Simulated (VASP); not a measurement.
Os: electric field gradients with PBE

Crystal: Os.

```
Os
1.0
     0.00000    1.90563    1.90563
     1.90563    0.00000    1.90563
     1.90563    1.90563    0.00000
Os
1
Direct
  0.00000 0.00000 0.00000
```

This isn't the form of Os at room conditions, which is hcp.

```json
{
  "Program": "VASP 6.6.1",
  "Task": "electric field gradients",
  "Functional": "PBE",
  "Potentials or basis": "VASP PAW PBE potentials, release 64 (Os)",
  "Cutoff": "520 eV",
  "k mesh": "14 × 14 × 14",
  "Occupations": "fermi-dirac, width 0.03 eV",
  "Spin": "no spin polarisation",
  "Dipole correction": "no",
  "Further INCAR settings": "ALGO = Normal; EDIFF = 1e-08; NBANDS = 10"
}
```

The pressure is 15.3 GPa. The band gap on the k mesh is zero (bands 4 and 5 overlap by 3.83 eV) and the largest electric field gradient by atom is under 0.05 V/Å² on every atom.

Levels at points of the mesh, in eV from the Fermi level:
| k point | band 2 | band 3 | band 4 | band 5 | band 6 | band 7 |
| --- | --- | --- | --- | --- | --- | --- |
| (0.00, 0.00, 0.00) | -3.00 | -3.00 | -3.00 | 0.10 | 0.10 | 14.30 |
| (0.50, 0.00, 0.00) | -3.17 | -3.17 | -0.17 | 2.56 | 2.56 | 9.22 |
| (0.50, 0.50, 0.00) | -6.95 | 2.44 | 2.52 | 3.27 | 3.27 | 12.41 |

It took 18 s on 1 thread of AMD EPYC 7R43 64-Core Processor (Zen 3), on a shared host, peak memory 0.1 GiB.

Caveat: the cell stands under pressure; spin-orbit coupling is left out, which moves the levels of the heavy elements.
